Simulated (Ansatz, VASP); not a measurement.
**Two plane-wave programs on NaCl**

```xyz
2
Lattice="3.3959 0.0000 0.0000 0.0000 3.3959 0.0000 0.0000 0.0000 3.3959" Properties=species:S:1:pos:R:3 pbc="T T T"
Na    0.0000    0.0000    0.0000
Cl    1.6980    1.6980    1.6980
```

Alike in both runs: task single point; functional PBE; k mesh 6 × 6 × 6; occupations gaussian, width 0.02 eV; no spin polarisation.

```csv
,VASP,Ansatz
version,VASP 6.6.1,Ansatz 0.2.0
potentials or method,"VASP PAW PBE potentials, release 64 (Na_pv, Cl), cutoff 520 eV","scalar-relativistic, plane waves, PAW"
valence electrons in the cell,14,16
```

|  | VASP | Ansatz | Ansatz less VASP |
| --- | --- | --- | --- |
| gap on the k mesh at the Fermi level (eV) | 4.31 | 4.31 | 0.000 |
| least direct gap on the mesh (eV) | 4.88 | 4.88 | 0.000 |
| pressure (GPa) | 3.1 | 3.1 | +0.04 |

VASP's potentials hold 14 valence electrons a cell and Ansatz's 16, so a difference there can come from the potentials and not from the codes.
